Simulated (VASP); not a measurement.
# C (R-3m) in VASP: notebook

Runs on C. Level: PBE+D3(BJ). Tasks: single point.

All numbers are computed with VASP 6.6.1; they aren't measurements. Logs are shortened: lines on timing, memory, paths and dates and some standing lists are left out, and cuts for length are marked.

### 1 The cell of the first run

The structure is trigonal, space group R-3m (No. 166). Conventional cell: a = 2.468 Å, b = 2.468 Å, c = 21.995 Å, α = 90.00°, β = 90.00°, γ = 120.00°. Within 1.9 Å of C (site symmetry 3m) lie 3 C at 1.42 Å. Within 1.9 Å of C (site symmetry 3m) lie 3 C at 1.42 Å.

### 2 Single point, PBE+D3(BJ) (9.67 Å³/atom)

INCAR

```
  PREC = Accurate
  ENCUT = 520
  EDIFF = 1E-7
  ISMEAR = 0
  SIGMA = 0.01
  LREAL = F
  LASPH = T
  NELM = 60
  ALGO = Normal
  ISIF = 2
  LWAVE = F
  LCHARG = T
  GGA = PE
  IVDW = 12
  LELF = T
  LVHAR = T
  NBANDS = 16
```

KPOINTS

```
Automatic mesh
0
Gamma
  18 18 18
```

POSCAR

```
C
1.0
    1.2338712057      0.7123758728      7.3315594659
   -1.2338712057      0.7123758728      7.3315594659
    0.0000000000     -1.4247517456      7.3315594659
C
4
Direct
    0.9189786364      0.9189786364      0.9189786364
    0.2522957559      0.2522957559      0.2522957559
    0.7477042441      0.7477042441      0.7477042441
    0.0810213636      0.0810213636      0.0810213636
```

Potentials or basis: VASP PAW PBE potentials, release 64 (C).

The run is started by

```console
> cat potpaw_PBE.64/C/POTCAR > POTCAR
> mpirun -np 1 vasp_std > vasp.out
```

OUTCAR:

```text
PREC = Accurate
   ENCUT = 520
   EDIFF = 1E-7
   ISMEAR = 0
   LREAL = F
   LASPH = T
   NELM = 60
   ISIF = 2
   GGA = PE
   IVDW = 12
 IVDW          = 12

 ion  position               nearest neighbor table
   1  0.919  0.919  0.919-   2 1.42   2 1.42   2 1.42
   2  0.252  0.252  0.252-   1 1.42   1 1.42   1 1.42
   3  0.748  0.748  0.748-   4 1.42   4 1.42   4 1.42
   4  0.081  0.081  0.081-   3 1.42   3 1.42   3 1.42

  LATTYP: Found a trigonal (rhomboedric) cell.
 ALAT       =     7.4687135263
 COS(alpha) =     0.9454144047

  Lattice vectors:

 A1 = (   1.2338712057,   0.7123758728,   7.3315594659)
 A2 = (  -1.2338712057,   0.7123758728,   7.3315594659)
 A3 = (   0.0000000000,  -1.4247517456,   7.3315594659)

Analysis of symmetry for initial positions (statically):
=====================================================================
 Subroutine PRICEL returns:
 Original cell was already a primitive cell.

 Routine SETGRP: Setting up the symmetry group for a
 trigonal (rhombohedral) supercell.

 Subroutine GETGRP returns: Found 12 space group operations
 (whereof 12 operations were pure point group operations)
 out of a pool of 12 trial point group operations.

The static configuration has the point symmetry D_3d.

Analysis of symmetry for dynamics (positions and initial velocities):
=====================================================================
 Subroutine PRICEL returns:
 Original cell was already a primitive cell.

 Routine SETGRP: Setting up the symmetry group for a
 trigonal (rhombohedral) supercell.

 Subroutine GETGRP returns: Found 12 space group operations
 (whereof 12 operations were pure point group operations)
 out of a pool of 12 trial point group operations.

The dynamic configuration has the point symmetry D_3d.

 Subroutine INISYM returns: Found 12 space group operations
 (whereof 12 operations are pure point group operations),
 and found     1 'primitive' translations

----------------------------------------------------------------------------------------

                                     Primitive cell

  volume of cell :      38.6658

  direct lattice vectors                    reciprocal lattice vectors
     1.233871206  0.712375873  7.331559466     0.405228680  0.233958887  0.045465543
    -1.233871206  0.712375873  7.331559466    -0.405228680  0.233958887  0.045465543
     0.000000000 -1.424751746  7.331559466     0.000000000 -0.467917775  0.045465543

  length of vectors
     7.468713526  7.468713526  7.468713526     0.470121431  0.470121431  0.470121431

  position of ions in fractional coordinates (direct lattice)
     0.918978636  0.918978636  0.918978636
     0.252295756  0.252295756  0.252295756
     0.747704244  0.747704244  0.747704244
     0.081021364  0.081021364  0.081021364

  ion indices of the primitive-cell ions
   primitive index   ion index
                 1           1
                 2           2
                 3           3
                 4           4

----------------------------------------------------------------------------------------

 KPOINTS: Automatic mesh

Automatic generation of k-mesh.
 Grid dimensions read from file:
 generate k-points for:   18   18   18

 Generating k-lattice:

  Cartesian coordinates                     Fractional coordinates (reciprocal lattice)
     0.022512704  0.012997716  0.002525864     0.055555556  0.000000000  0.000000000
    -0.022512704  0.012997716  0.002525864     0.000000000  0.055555556  0.000000000
     0.000000000 -0.025995432  0.002525864     0.000000000  0.000000000  0.055555556

  Length of vectors
     0.026117857  0.026117857  0.026117857

  Shift w.r.t. Gamma in fractional coordinates (k-lattice)
     0.000000000  0.000000000  0.000000000

 Subroutine IBZKPT returns following result:
 ===========================================

 Found    580 irreducible k-points:

 Following reciprocal coordinates:
            Coordinates               Weight
  0.000000  0.000000  0.000000      1.000000
  0.055556  0.000000  0.000000      6.000000
  0.111111  0.000000  0.000000      6.000000
  0.166667 -0.000000 -0.000000      6.000000
  0.222222 -0.000000  0.000000      6.000000
  0.277778  0.000000  0.000000      6.000000
[... 16 lines left out ...]
 -0.277778  0.055556  0.000000     12.000000
 -0.222222  0.055556  0.000000     12.000000
 [... further k-points ...]
   k-points           NKPTS =    580   k-points in BZ     NKDIM =    580   number of bands    NBANDS=     16
   number of dos      NEDOS =    301   number of ions     NIONS =      4
   total plane-waves  NPLWV = 175616
   dimension x,y,z NGX =    56 NGY =   56 NGZ =   56
   dimension x,y,z NGXF=   112 NGYF=  112 NGZF=  112
   ions per type =               4
   NGX,Y,Z   is equivalent  to a cutoff of  12.47, 12.47, 12.47 a.u.
   NGXF,Y,Z  is equivalent  to a cutoff of  24.93, 24.93, 24.93 a.u.
 SYSTEM =  unknown system
   PREC   = accura    normal or accurate (medium, high low for compatibility)
   ISTART =      0    job   : 0-new  1-cont  2-samecut
   ICHARG =      2    charge: 1-file 2-atom 10-const
   ISPIN  =      1    spin polarized calculation?
   LNONCOLLINEAR =      F non collinear calculations
   LSORBIT =      F    spin-orbit coupling
   LASPH  =      T    aspherical Exc in radial PAW
   ENCUT  =  520.0 eV  38.22 Ry    6.18 a.u.  13.89 13.89 13.89*2*pi/ulx,y,z
   NELM   =     60;   NELMIN=  2; NELMDL= -5     # of ELM steps
   EDIFF  = 0.1E-06   stopping-criterion for ELM
   LREAL  =      F    real-space projection
   EDIFFG = 0.1E-05   stopping-criterion for IOM
   NSW    =      0    number of steps for IOM
   IBRION =     -1    ionic relax: 0-MD 1-quasi-New 2-CG
   NFREE  =      0    steps in history (QN), initial steepest desc. (CG)
   ISIF   =      2    stress and relaxation
   ISYM   =      2    0-nonsym 1-usesym 2-fastsym
   POTIM  = 0.5000    time-step for ionic-motion
   TEBEG  =    0.0;   TEEND  =   0.0 temperature during run
   PSTRESS=    0.0 pullay stress
   NELECT =      16.0000    total number of electrons
   NUPDOWN=      -1.0000    fix difference up-down
   EMIN   =  10.00;   EMAX   =-10.00  energy-range for DOS
   EFERMI =   0.00;   METHOD = LEGACY
   ISMEAR =     0;   SIGMA  =   0.01  broadening in eV -4-tet -1-fermi 0-gaus
   EFERMI_NEDOS =   21; number of points for ismear=-14 and -15
   IALGO  =     38    algorithm
   IMIX   =      4    mixing-type and parameters
     AMIX     =   0.40;   BMIX     =  1.00
     AMIX_MAG =   1.60;   BMIX_MAG =  1.00
  volume/ion in A,a.u.               =       9.67        65.23
  Fermi-wavevector in a.u.,A,eV,Ry     =   1.219942  2.305357 20.248995  1.488259
  Thomas-Fermi vector in A             =   2.355177
   LORBIT       =      0    0 simple, 1 ext, 2 COOP (PROOUT), +10 PAW based schemes
   GGA     = PE    functional components
   LHFCALC =     F    Hartree Fock is set to
   AEXX    =    0.0000 exact exchange contribution
   IVDW    =    12    specifies the selected vdW correction
   LEPSILON=     F    determine dielectric tensor
   LRPA    =     F    only Hartree local field effects (RPA)
 non-spin polarized calculation
 Gauss-broadening in eV      SIGMA  =   0.01
  energy-cutoff  :      520.00
  volume of cell :       38.67
 maximum number of plane-waves:      1060
   NGX = 27   NGY = 27   NGZ = 27

 number of electron      16.0000000 magnetization

 Free energy of the ion-electron system (eV)
  ---------------------------------------------------
  ext. energy  EPLUGINS =         0.00000000
  ---------------------------------------------------
  free energy    TOTEN  =       -36.88130942 eV

  energy without entropy =      -36.88130942  energy(sigma->0) =      -36.88130942

 E-fermi :   3.8801     XC(G=0):  -9.7025

 val. band max:        3.8366222445   @ k =  -0.3333   0.3333   0.0000
 cond. band min:       4.0023421828   @ k =  -0.3333   0.3333   0.0000
 fundamental gap:      0.1657199383
 Fermi energy:         3.8800696208

 k-point     1 :       0.0000    0.0000    0.0000
  band No.  band energies     occupation
      1     -15.6452      2.00000
      2     -15.4947      2.00000
      3      -4.2608      2.00000
      4      -3.0198      2.00000
      5       0.8916      2.00000
      6       0.8916      2.00000
[... 8 lines left out ...]
     15      15.3207      0.00000
     16      15.3340      0.00000

 k-point     2 :       0.0556    0.0000    0.0000
  band No.  band energies     occupation
      1     -15.5718      2.00000
      2     -15.4224      2.00000
      3      -4.1713      2.00000
      4      -2.9363      2.00000
      5       0.5918      2.00000
      6       0.5966      2.00000
[... 8 lines left out ...]
     15      15.0645      0.00000
     16      15.0847      0.00000

 k-point     3 :       0.1111    0.0000    0.0000
  band No.  band energies     occupation
      1     -15.3521      2.00000
      2     -15.2056      2.00000
      3      -3.9038      2.00000
      4      -2.6868      2.00000
      5      -0.2283      2.00000
      6      -0.2173      2.00000
[... 8 lines left out ...]
     15      14.3305      0.00000
     16      14.3810      0.00000

 k-point     4 :       0.1667   -0.0000   -0.0000
  band No.  band energies     occupation
      1     -14.9872      2.00000
      2     -14.8454      2.00000
      3      -3.4611      2.00000
      4      -2.2746      2.00000
      5      -1.4053      2.00000
      6      -1.3864      2.00000
[... 8 lines left out ...]
     15      14.7557      0.00000
     16      14.7643      0.00000

 k-point     5 :       0.2222   -0.0000    0.0000
  band No.  band energies     occupation
      1     -14.4790      2.00000
      2     -14.3437      2.00000
      3      -2.8492      2.00000
      4      -2.7826      2.00000
      5      -2.7544      2.00000
      6      -1.7066      2.00000
[... 8 lines left out ...]
     15      16.3968      0.00000
     16      16.4058      0.00000

 k-point     6 :       0.2778    0.0000    0.0000
  band No.  band energies     occupation
      1     -13.8308      2.00000
      2     -13.7034      2.00000
      3      -4.2458      2.00000
      4      -4.2077      2.00000
      5      -2.0786      2.00000
      6      -1.3848      2.00000
[... 8 lines left out ...]
     15      18.2282      0.00000
     16      18.2369      0.00000
[... 267 lines left out ...]
 k-point    21 :      -0.3889    0.0556    0.0000
  band No.  band energies     occupation
      1     -11.5970      2.00000
      2     -11.4918      2.00000
      3      -7.7811      2.00000
      4      -7.7207      2.00000
      5      -2.5608      2.00000
      6      -2.5523      2.00000
[... 8 lines left out ...]
     15      17.4372      0.00000
     16      19.3896      0.00000

 k-point    22 :      -0.3333    0.0556   -0.0000
  band No.  band energies     occupation
      1     -12.5578      2.00000
      2     -12.4418      2.00000
      3      -6.4066      2.00000
      4      -6.3565      2.00000
      5      -2.2761      2.00000
      6      -2.2672      2.00000
[... 8 lines left out ...]
     15      18.4787      0.00000
     16      19.7648      0.00000

 k-point    23 :      -0.2778    0.0556    0.0000
  band No.  band energies     occupation
      1     -13.4040      2.00000
      2     -13.2786      2.00000
      3      -4.9658      2.00000
      4      -4.9264      2.00000
      5      -1.8622      2.00000
      6      -1.8531      2.00000
[... 8 lines left out ...]
     15      18.1575      0.00000
     16      18.4468      0.00000

 k-point    24 :      -0.2222    0.0556    0.0000
  band No.  band energies     occupation
      1     -14.1194      2.00000
      2     -13.9860      2.00000
      3      -3.5133      2.00000
      4      -3.4844      2.00000
      5      -2.4276      2.00000
      6      -1.3387      2.00000
[... 8 lines left out ...]
     15      16.7454      0.00000
     16      16.8153      0.00000

 [... further k-points ...]

------------------------ aborting loop because EDIFF is reached ----------------------------------------

 Edisp (eV)   -0.56267

 E8    (eV) :    -0.1578

  FORCE on cell =-STRESS in cart. coord.  units (eV):
  Direction    XX          YY          ZZ          XY          YZ          ZX
  --------------------------------------------------------------------------------------
  -------------------------------------------------------------------------------------
  Total      -0.13937    -0.13937    -0.31843     0.00000     0.00000     0.00000
  in kB      -5.77483    -5.77483   -13.19473     0.00000     0.00000     0.00000
  external pressure =       -8.25 kB  Pullay stress =        0.00 kB

 VOLUME and BASIS-vectors are now :
 -----------------------------------------------------------------------------
  energy-cutoff  :      520.00
  volume of cell :       38.67
      direct lattice vectors                 reciprocal lattice vectors
     1.233871206  0.712375873  7.331559466     0.405228680  0.233958887  0.045465543
    -1.233871206  0.712375873  7.331559466    -0.405228680  0.233958887  0.045465543
     0.000000000 -1.424751746  7.331559466     0.000000000 -0.467917775  0.045465543

 POSITION                                       TOTAL-FORCE (eV/Angst)
 -----------------------------------------------------------------------------------
      0.00000      0.00000     20.21264         0.000000      0.000000     -0.001608
      0.00000      0.00000      5.54916         0.000000     -0.000000      0.002545
      0.00000      0.00000     16.44551         0.000000     -0.000000     -0.002545
      0.00000      0.00000      1.78204         0.000000      0.000000      0.001608
 -----------------------------------------------------------------------------------
    total drift:                                0.000000      0.000000      0.000000

  FREE ENERGIE OF THE ION-ELECTRON SYSTEM (eV)
  ---------------------------------------------------
  free  energy   TOTEN  =       -37.4439823535 eV

  energy  without entropy=      -37.4439823535  energy(sigma->0) =      -37.44398235
```

Wall time 26 min (1 thread of Intel Xeon Platinum 8488C (Sapphire Rapids), shared host); peak memory 0.58 GiB.

What came out:

- Free energy: -37.4440 eV
- Pressure: -0.8 GPa
- Dispersion energy per atom: -0.141 eV

Forces on the atoms (eV/Å):
```
C    0.000  0.000 -0.002
C    0.000  0.000  0.003
C    0.000  0.000 -0.003
C    0.000  0.000  0.002
```

Stress tensor (GPa, compression positive):
```
-0.58  0.00  0.00
 0.00 -0.58  0.00
 0.00  0.00 -1.32
```

### 3 Single point, PBE+D3(BJ) (10.03 Å³/atom)

This run uses another cell than the first one, of 10.03 Å³/atom.

INCAR

```
  PREC = Accurate
  ENCUT = 520
  EDIFF = 1E-7
  ISMEAR = 0
  SIGMA = 0.01
  LREAL = False
  LASPH = True
  NELM = 100
  ALGO = Normal
  ISIF = 2
  LWAVE = False
  LCHARG = False
  GGA = PE
  IVDW = 12
  NBANDS = 16
```

KPOINTS

```
regular mesh
0
Gamma
  18 18 18
```

POSCAR

```
C
1.0
    1.2343833891      0.7126715820      7.6019096296
   -1.2343833891      0.7126715820      7.6019096296
    0.0000000000     -1.4253431640      7.6019096296
C
4
Direct
    0.9196731969      0.9196731969      0.9196731969
    0.2529984635      0.2529984635      0.2529984635
    0.7470015365      0.7470015365      0.7470015365
    0.0803268031      0.0803268031      0.0803268031
```

Potentials or basis: VASP PAW PBE potentials, release 64 (C).

The run is started by

```console
> cat potpaw_PBE.64/C/POTCAR > POTCAR
> mpirun -np 1 vasp_std > vasp.out
```

Run time: 27 min. Hardware: 1 thread of Intel Xeon Platinum 8488C (Sapphire Rapids), shared host; peak memory 0.63 GiB.

It converged, with:

| Quantity | Value |
| --- | --- |
| Free energy | -37.4312 eV |
| Pressure | -1.2 GPa |
| Dispersion energy per atom | -0.135 eV |

Stress tensor (GPa, compression positive):
```
-0.95  0.00  0.00
 0.00 -0.95  0.00
 0.00  0.00 -1.65
```
